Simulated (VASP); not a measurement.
# Mg3ZrN2 (I4/mmm) in VASP: further runs

Mg3ZrN2 is run at these levels: PBE; tasks: single point.

All numbers are computed with VASP 6.6.1; they aren't measurements. Logs are shortened: lines on timing, memory, paths and dates and some standing lists are left out, and cuts for length are marked.

**1. The cell of the first run**

The structure is tetragonal, space group I4/mmm (No. 139). The conventional cell has a = 4.435 Å, b = 4.435 Å, c = 9.052 Å, α = 90.00°, β = 90.00°, γ = 90.00°. Mg (site symmetry -4m2) has 2 N at 2.26 Å within 3.0 Å. Mg (site symmetry 4/mmm) has 4 N at 2.22 Å within 2.9 Å. Zr (site symmetry 4/mmm) has 4 N at 2.22 Å within 2.9 Å. N (site symmetry mmm) has 4 Mg at 2.22 to 2.26 Å and 2 Zr at 2.22 Å within 2.9 Å.

**2. Single point, PBE**

INCAR reads:

```
PREC = Accurate ; ENCUT = 520
EDIFF = 1E-6 ; ISMEAR = 0
SIGMA = 0.1 ; LREAL = F
LASPH = T ; NELM = 80
ALGO = Normal ; ISIF = 2
LWAVE = F ; LCHARG = F
GGA = PE ; NBANDS = 23
```

KPOINTS reads:

```
Automatic mesh
0
Gamma
  12 12 12
```

POSCAR reads:

```
Mg3ZrN2
1.0
   -2.2174032992      2.2174032992      4.5260531821
    2.2174032992     -2.2174032992      4.5260531821
    2.2174032992      2.2174032992     -4.5260531821
Mg Zr N
3 1 2
Direct
    0.7500000000      0.2500000000      0.5000000000
    0.2500000000      0.7500000000      0.5000000000
    0.5000000000      0.5000000000      0.0000000000
    0.0000000000      0.0000000000      0.0000000000
    0.5000000000      0.0000000000      0.5000000000
    0.0000000000      0.5000000000      0.5000000000
```

Potentials or basis: VASP PAW PBE potentials, release 64 (Mg, Zr_sv, N).

On the command line:

```console
> cat potpaw_PBE.64/Mg/POTCAR potpaw_PBE.64/Zr_sv/POTCAR potpaw_PBE.64/N/POTCAR > POTCAR
> mpirun -np 1 vasp_std > vasp.out
```

OUTCAR:

```text
PREC = Accurate
   ENCUT = 520
   EDIFF = 1E-6
   ISMEAR = 0
   LREAL = F
   LASPH = T
   NELM = 80
   ISIF = 2
   GGA = PE

 ion  position               nearest neighbor table
   1  0.750  0.250  0.500-   5 2.26   6 2.26   2 3.14   2 3.14   2 3.14   2 3.14   3 3.17   3 3.17
                             4 3.17   3 3.17   3 3.17   4 3.17   4 3.17   4 3.17
   2  0.250  0.750  0.500-   5 2.26   6 2.26   1 3.14   1 3.14   1 3.14   1 3.14   4 3.17   3 3.17
                             4 3.17   3 3.17   4 3.17   4 3.17   3 3.17   3 3.17
   3  0.500  0.500  0.000-   5 2.22   6 2.22   5 2.22   6 2.22   4 3.14   4 3.14   4 3.14   4 3.14
                             2 3.17   1 3.17   2 3.17   2 3.17   1 3.17   1 3.17   2 3.17   1 3.17
   4  0.000  0.000  0.000-   5 2.22   6 2.22   6 2.22   5 2.22   3 3.14   3 3.14   3 3.14   3 3.14
                             2 3.17   1 3.17   1 3.17   2 3.17   2 3.17   2 3.17   1 3.17   1 3.17
   5  0.500  0.000  0.500-   3 2.22   4 2.22   3 2.22   4 2.22   1 2.26   2 2.26
   6  0.000  0.500  0.500-   3 2.22   4 2.22   4 2.22   3 2.22   1 2.26   2 2.26

  LATTYP: Found a body centered tetragonal cell.
 ALAT       =     4.4348065984
 C/A-ratio  =     2.0411501975

  Lattice vectors:

 A1 = (  -2.2174032992,   2.2174032992,   4.5260531821)
 A2 = (   2.2174032992,  -2.2174032992,   4.5260531821)
 A3 = (   2.2174032992,   2.2174032992,  -4.5260531821)

Analysis of symmetry for initial positions (statically):
=====================================================================
 Subroutine PRICEL returns:
 Original cell was already a primitive cell.

 Routine SETGRP: Setting up the symmetry group for a
 body centered tetragonal supercell.

 Subroutine GETGRP returns: Found 16 space group operations
 (whereof 16 operations were pure point group operations)
 out of a pool of 16 trial point group operations.

The static configuration has the point symmetry D_4h.

Analysis of symmetry for dynamics (positions and initial velocities):
=====================================================================
 Subroutine PRICEL returns:
 Original cell was already a primitive cell.

 Routine SETGRP: Setting up the symmetry group for a
 body centered tetragonal supercell.

 Subroutine GETGRP returns: Found 16 space group operations
 (whereof 16 operations were pure point group operations)
 out of a pool of 16 trial point group operations.

The dynamic configuration has the point symmetry D_4h.

 Subroutine INISYM returns: Found 16 space group operations
 (whereof 16 operations are pure point group operations),
 and found     1 'primitive' translations

----------------------------------------------------------------------------------------

                                     Primitive cell

  volume of cell :      89.0162

  direct lattice vectors                    reciprocal lattice vectors
    -2.217403299  2.217403299  4.526053182     0.000000000  0.225488976  0.110471526
     2.217403299 -2.217403299  4.526053182     0.225488976  0.000000000  0.110471526
     2.217403299  2.217403299 -4.526053182     0.225488976  0.225488976  0.000000000

  length of vectors
     5.506261181  5.506261181  5.506261181     0.251096070  0.251096070  0.318889568

  position of ions in fractional coordinates (direct lattice)
     0.750000000  0.250000000  0.500000000
     0.250000000  0.750000000  0.500000000
     0.500000000  0.500000000  0.000000000
     0.000000000  0.000000000  0.000000000
     0.500000000  0.000000000  0.500000000
     0.000000000  0.500000000  0.500000000

  ion indices of the primitive-cell ions
   primitive index   ion index
                 1           1
                 2           2
                 3           3
                 4           4
                 5           5
                 6           6

----------------------------------------------------------------------------------------

 KPOINTS: Automatic mesh

Automatic generation of k-mesh.
 Grid dimensions read from file:
 generate k-points for:   12   12   12

 Generating k-lattice:

  Cartesian coordinates                     Fractional coordinates (reciprocal lattice)
     0.000000000  0.018790748  0.009205960     0.083333333  0.000000000  0.000000000
     0.018790748  0.000000000  0.009205960     0.000000000  0.083333333  0.000000000
     0.018790748  0.018790748  0.000000000     0.000000000  0.000000000  0.083333333

  Length of vectors
     0.020924673  0.020924673  0.026574131

  Shift w.r.t. Gamma in fractional coordinates (k-lattice)
     0.000000000  0.000000000  0.000000000

 Subroutine IBZKPT returns following result:
 ===========================================

 Found    163 irreducible k-points:

 Following reciprocal coordinates:
            Coordinates               Weight
  0.000000  0.000000  0.000000      1.000000
  0.083333  0.000000 -0.000000      8.000000
  0.166667  0.000000 -0.000000      8.000000
  0.250000  0.000000  0.000000      8.000000
  0.333333 -0.000000  0.000000      8.000000
  0.416667  0.000000  0.000000      8.000000
[... 16 lines left out ...]
  0.500000  0.166667  0.000000     16.000000
 -0.416667  0.166667 -0.000000     16.000000
 [... further k-points ...]
   k-points           NKPTS =    163   k-points in BZ     NKDIM =    163   number of bands    NBANDS=     23
   number of dos      NEDOS =    301   number of ions     NIONS =      6
   total plane-waves  NPLWV =  74088
   dimension x,y,z NGX =    42 NGY =   42 NGZ =   42
   dimension x,y,z NGXF=    84 NGYF=   84 NGZF=   84
   ions per type =               3   1   2
   NGX,Y,Z   is equivalent  to a cutoff of  12.68, 12.68, 12.68 a.u.
   NGXF,Y,Z  is equivalent  to a cutoff of  25.36, 25.36, 25.36 a.u.
 SYSTEM =  unknown system
   PREC   = accura    normal or accurate (medium, high low for compatibility)
   ISTART =      0    job   : 0-new  1-cont  2-samecut
   ICHARG =      2    charge: 1-file 2-atom 10-const
   ISPIN  =      1    spin polarized calculation?
   LNONCOLLINEAR =      F non collinear calculations
   LSORBIT =      F    spin-orbit coupling
   LASPH  =      T    aspherical Exc in radial PAW
   ENCUT  =  520.0 eV  38.22 Ry    6.18 a.u.  10.24 10.24 10.24*2*pi/ulx,y,z
   NELM   =     80;   NELMIN=  2; NELMDL= -5     # of ELM steps
   EDIFF  = 0.1E-05   stopping-criterion for ELM
   LREAL  =      F    real-space projection
   EDIFFG = 0.1E-04   stopping-criterion for IOM
   NSW    =      0    number of steps for IOM
   IBRION =     -1    ionic relax: 0-MD 1-quasi-New 2-CG
   NFREE  =      0    steps in history (QN), initial steepest desc. (CG)
   ISIF   =      2    stress and relaxation
   ISYM   =      2    0-nonsym 1-usesym 2-fastsym
   POTIM  = 0.5000    time-step for ionic-motion
   TEBEG  =    0.0;   TEEND  =   0.0 temperature during run
   PSTRESS=    0.0 pullay stress
   NELECT =      28.0000    total number of electrons
   NUPDOWN=      -1.0000    fix difference up-down
   EMIN   =  10.00;   EMAX   =-10.00  energy-range for DOS
   EFERMI =   0.00;   METHOD = LEGACY
   ISMEAR =     0;   SIGMA  =   0.10  broadening in eV -4-tet -1-fermi 0-gaus
   EFERMI_NEDOS =   21; number of points for ismear=-14 and -15
   IALGO  =     38    algorithm
   IMIX   =      4    mixing-type and parameters
     AMIX     =   0.40;   BMIX     =  1.00
     AMIX_MAG =   1.60;   BMIX_MAG =  1.00
  volume/ion in A,a.u.               =      14.84       100.12
  Fermi-wavevector in a.u.,A,eV,Ry     =   1.113366  2.103956 16.865553  1.239583
  Thomas-Fermi vector in A             =   2.249950
   LORBIT       =      0    0 simple, 1 ext, 2 COOP (PROOUT), +10 PAW based schemes
   GGA     = PE    functional components
   LHFCALC =     F    Hartree Fock is set to
   AEXX    =    0.0000 exact exchange contribution
   IVDW    =     0    specifies the selected vdW correction
   LEPSILON=     F    determine dielectric tensor
   LRPA    =     F    only Hartree local field effects (RPA)
 non-spin polarized calculation
 Gauss-broadening in eV      SIGMA  =   0.10
  energy-cutoff  :      520.00
  volume of cell :       89.02
 maximum number of plane-waves:      2429
 NGX is ok and might be reduce to    42
   NGX = 21   NGY = 21   NGZ = 21

 number of electron      28.0000000 magnetization

 Free energy of the ion-electron system (eV)
  ---------------------------------------------------
  ext. energy  EPLUGINS =         0.00000000
  ---------------------------------------------------
  free energy    TOTEN  =       -33.91546488 eV

  energy without entropy =      -33.90918442  energy(sigma->0) =      -33.91232465

 E-fermi :   5.5574     XC(G=0): -10.1794

 val. band max:        5.5423446201   @ k =  -0.0833  -0.3333   0.0833
 cond. band min:       5.5634235709   @ k =  -0.1667  -0.3333   0.1667
 fundamental gap:      0.0210789508
 Fermi energy:         5.5574049500

 k-point     1 :       0.0000    0.0000    0.0000
  band No.  band energies     occupation
      1     -43.4176      2.00000
      2     -21.5280      2.00000
      3     -21.5280      2.00000
      4     -21.5122      2.00000
      5      -9.1632      2.00000
      6      -8.3019      2.00000
[... 15 lines left out ...]
     22      11.3958      0.00000
     23      11.5912      0.00000

 k-point     2 :       0.0833    0.0000   -0.0000
  band No.  band energies     occupation
      1     -43.4175      2.00000
      2     -21.5333      2.00000
      3     -21.5278      2.00000
      4     -21.5121      2.00000
      5      -9.1245      2.00000
      6      -8.2863      2.00000
[... 15 lines left out ...]
     22      11.1594      0.00000
     23      11.8128      0.00000
[... 544 lines left out ...]
     22      11.7681      0.00000
     23      12.7772      0.00000

 k-point    24 :      -0.4167    0.1667   -0.0000
  band No.  band energies     occupation
      1     -43.4163      2.00000
      2     -21.6009      2.00000
      3     -21.5448      2.00000
      4     -21.5095      2.00000
      5      -8.5012      2.00000
      6      -7.9261      2.00000
[... 15 lines left out ...]
     22      11.8817      0.00000
     23      12.8327      0.00000

 [... further k-points ...]

------------------------ aborting loop because EDIFF is reached ----------------------------------------

  FORCE on cell =-STRESS in cart. coord.  units (eV):
  Direction    XX          YY          ZZ          XY          YZ          ZX
  --------------------------------------------------------------------------------------
  -------------------------------------------------------------------------------------
  Total       -0.0966743     -0.0966743     -0.1707164      0.0000000     -0.0000000      0.0000000
  in kB       -1.7400133     -1.7400133     -3.0726767      0.0000000     -0.0000000      0.0000000
  external PRESSURE =      -2.1842344 kB  Pullay stress =       0.0000000 kB

 VOLUME and BASIS-vectors are now :
 -----------------------------------------------------------------------------
  energy-cutoff  :      520.00
  volume of cell :       89.02
      direct lattice vectors                 reciprocal lattice vectors
    -2.217403299  2.217403299  4.526053182     0.000000000  0.225488976  0.110471526
     2.217403299 -2.217403299  4.526053182     0.225488976  0.000000000  0.110471526
     2.217403299  2.217403299 -4.526053182     0.225488976  0.225488976  0.000000000

 POSITION                                       TOTAL-FORCE (eV/Angst)
 -----------------------------------------------------------------------------------
      0.00000      2.21740      2.26303        -0.000000      0.000000     -0.000000
      2.21740      0.00000      2.26303         0.000000     -0.000000      0.000000
      0.00000      0.00000      4.52605         0.000000      0.000000     -0.000000
      0.00000      0.00000      0.00000         0.000000      0.000000     -0.000000
      0.00000      2.21740      0.00000         0.000000      0.000000     -0.000000
      2.21740      0.00000      0.00000         0.000000      0.000000     -0.000000
 -----------------------------------------------------------------------------------
    total drift:                                0.000000     -0.000000      0.000000

  FREE ENERGIE OF THE ION-ELECTRON SYSTEM (eV)
  ---------------------------------------------------
  free  energy   TOTEN  =       -33.9154648755 eV

  energy  without entropy=      -33.9091844209  energy(sigma->0) =      -33.91232465
```

It took 5.2 min on 1 thread of AMD EPYC 9R45 (Zen 5), shared host; peak memory 0.47 GiB.

What came out:

- Free energy: -33.9155 eV
- Pressure: -0.2 GPa
- Band gap on the k mesh: zero (band 14 reaches 6.00 eV, above the bottom of band 15 at 4.95 eV)

**3. Single point, PBE, collinear spin, ferromagnetic start**

This run uses another cell than the first one, of 14.80 Å³/atom, 0.998 times its volume.

INCAR reads:

```
SYSTEM = Mg3ZrN2
PREC = Accurate
ENCUT = 520
EDIFF = 1E-6
ISMEAR = 0
SIGMA = 0.1
LREAL = .FALSE.
LASPH = .TRUE.
NELM = 150
ALGO = Normal
ISIF = 2
LWAVE = .FALSE.
LCHARG = .FALSE.
ISPIN = 2
MAGMOM = 0 0 0 1 0 0
LORBIT = 11
LMAXMIX = 4
GGA = PE
NBANDS = 27
```

KPOINTS reads:

```
regular mesh
0
G
  6 6 6
  0 0 0
```

Edit POSCAR of step 2 so:

```diff
@@ -2,5 +2,5 @@
 1.0
-   -2.2174032992      2.2174032992      4.5260531821
-    2.2174032992     -2.2174032992      4.5260531821
-    2.2174032992      2.2174032992     -4.5260531821
+   -2.2195514260      2.2195514260      4.5067004584
+    2.2195514260     -2.2195514260      4.5067004584
+    2.2195514260      2.2195514260     -4.5067004584
 Mg Zr N
```

Potentials or basis: VASP PAW PBE potentials, release 64 (Mg, Zr_sv, N).

On the command line:

```console
> cat potpaw_PBE.64/Mg/POTCAR potpaw_PBE.64/Zr_sv/POTCAR potpaw_PBE.64/N/POTCAR > POTCAR
> mpirun -np 1 vasp_std > vasp.out
```

Wall time 2.4 min (1 thread of AMD EPYC 9R45 (Zen 5), shared host); peak memory 0.35 GiB.

The run converged. Its results:

- Free energy: -33.9051 eV
- Pressure: -0.1 GPa
- Band gap on the k mesh: zero (filled and empty bands overlap)
- Net moment: 0.00 μB per cell
- Valence electrons inside the program's atomic spheres: Mg 0.37, 0.36; Zr 9.76; N 3.69

Stress tensor (GPa, compression positive):
```
-0.20  0.00  0.00
 0.00 -0.20  0.00
 0.00  0.00  0.06
```

Levels at points of the mesh, in eV from the Fermi level:
Spin up:
```tsv
k point	band 11	band 12	band 13	band 14	band 15	band 16	band 17	band 18
(0.00, 0.00, 0.00)	-3.20	-1.39	-1.39	-0.63	-0.63	0.66	2.65	2.88
(0.50, 0.00, 0.00)	-3.80	-2.04	-1.68	-0.41	0.32	2.69	3.33	3.56
(0.50, 0.50, 0.00)	-4.11	-1.57	-1.38	-1.33	0.21	2.40	3.30	3.56
(0.50, 0.50, 0.50)	-1.39	-1.39	0.04	0.04	0.63	0.63	0.83	1.17
```
Spin down:
| k point | band 12 | band 13 | band 14 | band 15 | band 16 | band 17 |
| --- | --- | --- | --- | --- | --- | --- |
| (0.00, 0.00, 0.00) | -1.39 | -1.39 | -0.63 | -0.63 | 0.66 | 2.65 |
| (0.50, 0.00, 0.00) | -2.04 | -1.68 | -0.41 | 0.32 | 2.69 | 3.33 |
| (0.50, 0.50, 0.00) | -1.57 | -1.38 | -1.33 | 0.21 | 2.40 | 3.30 |
| (0.50, 0.50, 0.50) | -1.39 | 0.04 | 0.04 | 0.63 | 0.63 | 0.83 |
